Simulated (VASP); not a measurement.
Runs of VASP 6.6.1 on Na. The structure is that of space group Im-3m (No. 229), or close to it. The cells are those of the table. 

```tsv
cell	gap on the mesh (eV)	pressure (GPa)
a = 3.611 Å, angles 109.5°, 1 atom	none	0.1
a = 3.587 Å, angles 109.5°, 1 atom	none	0.3
a = 3.684 Å, angles 109.5°, 1 atom	none	-0.3
a = 3.707 Å, angles 109.5°, 1 atom	none	(a)
```

Alike in all rows: task single point; level PBE; potentials or basis VASP PAW PBE potentials, release 64 (Na_pv); no spin polarisation; k mesh 37 × 37 × 37; cutoff (eV) 520; smearing fermi-dirac 0.0612256 eV.

**Question.** Fill in the values left out.

**Answer.** (a) -0.4.

A gap of «none» marks levels without a gap at the run's occupations.
